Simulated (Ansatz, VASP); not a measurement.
## Two plane-wave programs on BPb3

```
B Pb
1.0
    -2.36004    2.36004    4.76839
     2.36004   -2.36004    4.76839
     2.36004    2.36004   -4.76839
B Pb
1 3
Direct
  0.00000 0.00000 0.00000
  0.50000 0.50000 0.00000
  0.25000 0.75000 0.50000
  0.75000 0.25000 0.50000
```

Alike in both runs: functional PBE; k mesh 14 × 14 × 14; occupations gaussian, width 0.1 eV; no spin polarisation.

Ansatz relaxed the structure, and its values are those at the end. VASP's run is a single point on that final structure, the one shown.

|  | VASP | Ansatz |
| --- | --- | --- |
| version | VASP 6.6.1 | Ansatz 0.2.0 |
| potentials or method | VASP PAW PBE potentials, release 64 (B, Pb_d), cutoff 520 eV | scalar-relativistic, plane waves, PAW |
| valence electrons in the cell | 45 | 45 |

VASP gave:

* gap on the k mesh at the Fermi level (eV): none
* pressure (GPa): -0.1

Question: Which values does Ansatz return?

Answer: gap on the k mesh at the Fermi level (eV): none; pressure (GPa): 0.0.

A gap of «none» marks a metal or a gap that the smearing closes. With one functional, cell and mesh, what is left measures potentials, basis and numerics.

Neither program's run includes spin-orbit coupling.
